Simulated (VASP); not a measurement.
Crystal: MnO.

```xyz
4
Lattice="0.0000 2.2696 2.2696 2.2696 0.0000 2.2696 4.4802 4.4802 0.0590" Properties=species:S:1:pos:R:3 pbc="T T T"
Mn    0.0000    0.0000    0.0000
Mn    2.2401    2.2401    0.0295
O     2.2548    2.2548    2.2844
O     4.4949    4.4949    2.3139
```

Base run:

```yaml
Program: VASP 6.6.1
Functional: PBE
Potentials_or_basis: VASP PAW PBE potentials, release 64 (Mn_pv, O)
Cutoff: 520 eV
k_mesh: 12 × 12 × 6
Occupations: gaussian, width 0.05 eV
Spin: collinear spin, antiferromagnetic start
Starting_moments: "[5.0, -5.0, 0.0, 0.0] μB"
Hubbard_terms: Mn d U = 5.0 eV
```

Its results: band gap on the k mesh 1.79 eV; pressure -0.5 GPa; net moment 0.00 μB per cell; site moments Mn +4.62, -4.62; O +0.00 μB.

Q: The run is repeated on the same cell with these changes: functional from PBE to revPBE; hubbard terms from Mn d U = 5.0 eV to Mn d U = 3.9 eV. What comes out?

A: Band gap on the k mesh 1.70 eV; pressure 2.1 GPa; net moment 0.00 μB per cell; site moments Mn +4.59, -4.59; O +0.00 μB.

Several settings changed at once.

Caveats: the PAW data sets were made with another functional, which shifts forces and pressure a little (at least some runs).

A k mesh can miss the band edges.
